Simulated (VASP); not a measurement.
TeAs, 2 atoms in the cell. Symmetry: R-3m, No. 166, trigonal system. Conventional cell: a = 4.976 Å, b = 4.976 Å, c = 7.313 Å, α = 90.00°, β = 90.00°, γ = 120.00°. Te (site symmetry -3m) has 8 As at 3.12 to 3.66 Å and 6 Te at 3.77 Å within 4.1 Å. Within 4.1 Å of As (site symmetry -3m) lie 8 Te at 3.12 to 3.66 Å and 6 As at 3.77 Å.  This cell differs from its parent crystal: ratio of the length along [111] to the lengths across it x 0.6, volume and fractional coordinates fixed.

* Program: VASP 6.6.1
* Task: single point
* Functional: PBEsol
* Potentials or basis: VASP PAW PBE potentials, release 64 (Te, As)
* Cutoff: 520 eV
* k mesh: 16 × 16 × 16
* Occupations: gaussian, width 0.15 eV
* Spin: no spin polarisation
* Dipole correction: no
* Further INCAR settings: ALGO = Normal; EDIFF = 1e-07; NBANDS = 12

Potentials or basis: VASP PAW PBE potentials, release 64 (Te, As).

The run is started by

```bash
$ cat potpaw_PBE.64/Te/POTCAR potpaw_PBE.64/As/POTCAR > POTCAR
$ mpirun -np 1 vasp_std > vasp.out
```

Hardware: 1 thread of Intel(R) Xeon(R) Platinum 8375C CPU @ 2.90GHz (Ice Lake), on a shared host.

Task: How long does it take, and how much memory?

Result: It took 2.5 min on 1 thread of Intel(R) Xeon(R) Platinum 8375C CPU @ 2.90GHz (Ice Lake), with other jobs on the host, peak memory 0.4 GiB. Counts: scf iterations 13, k points 417.
